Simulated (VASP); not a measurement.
Wanted: the native input for a VASP 6.6.1 run.

* Task: single point
* Functional: r2SCAN
* Potentials or basis: VASP PAW PBE potentials, release 64 (C)
* Cutoff: 520 eV
* k mesh: 20 × 20 × 20
* Occupations: fermi-dirac, width 0.1 eV
* Spin: no spin polarisation
* Dipole correction: no
* Further INCAR settings: ALGO = Normal; EDIFF = 1e-06; NBANDS = 8

The system is C.

```xyz
1
Lattice="0.0000 1.5685 1.5685 1.5685 0.0000 1.5685 1.5685 1.5685 0.0000" Properties=species:S:1:pos:R:3 pbc="T T T"
C     0.0000    0.0000    0.0000
```

One way to write it, as run:

POSCAR

```
C
1.0
    0.0000000000      1.5684854241      1.5684854241
    1.5684854241      0.0000000000      1.5684854241
    1.5684854241      1.5684854241      0.0000000000
C
1
Direct
    0.0000000000      0.0000000000      0.0000000000
```

INCAR.step1

```
SYSTEM = C
PREC     = Accurate       ! precision mode
ENCUT    = 520            ! plane-wave cutoff, eV
ISMEAR   = -1             ! smearing method
SIGMA    = 0.1            ! smearing width, eV
LREAL    = .False.        ! projectors in reciprocal space
LASPH    = .True.         ! aspherical terms in the spheres
NELM     = 60             ! most SCF steps
NBANDS   = 8              ! bands
GGA      = PE             ! functional
ALGO     = Normal         ! electronic algorithm
EDIFF    = 1E-4           ! SCF threshold, eV
LWAVE    = .True.         ! write WAVECAR
LCHARG   = .False.        ! write CHGCAR
```

INCAR.step2

```
SYSTEM = C
PREC     = Accurate       ! precision mode
ENCUT    = 520            ! plane-wave cutoff, eV
EDIFF    = 1E-6           ! SCF threshold, eV
ISMEAR   = -1             ! smearing method
SIGMA    = 0.1            ! smearing width, eV
LREAL    = .False.        ! projectors in reciprocal space
LASPH    = .True.         ! aspherical terms in the spheres
NELM     = 60             ! most SCF steps
ALGO     = Normal         ! electronic algorithm
ISIF     = 2              ! what is computed and relaxed
LWAVE    = .False.        ! write WAVECAR
LCHARG   = .False.        ! write CHGCAR
METAGGA  = R2SCAN         ! meta-GGA
LMIXTAU  = .True.       
NBANDS   = 8              ! bands
ISTART   = 1
```

KPOINTS

```
regular mesh
0
Gamma
  20 20 20
  0 0 0
```

Potentials or basis: VASP PAW PBE potentials, release 64 (C).

The run is started by

```bash
$ cat potpaw_PBE.64/C/POTCAR > POTCAR
$ cp INCAR.step1 INCAR
$ mpirun -np 1 vasp_std > vasp.out
$ cp INCAR.step2 INCAR
$ mpirun -np 1 vasp_std > vasp.out
```

Results of the run:

```yaml
Pressure: -5.7 GPa
Band_gap_on_the_k_mesh: zero (bands 2 and 3 overlap by 11.60 eV)
```

Caveat: the cell stands under tension; the PAW data sets were made with another functional, which shifts forces and pressure a little.

It took 36 s on 1 thread of Intel Xeon 8259CL (shared host), peak memory 0.12 GiB.
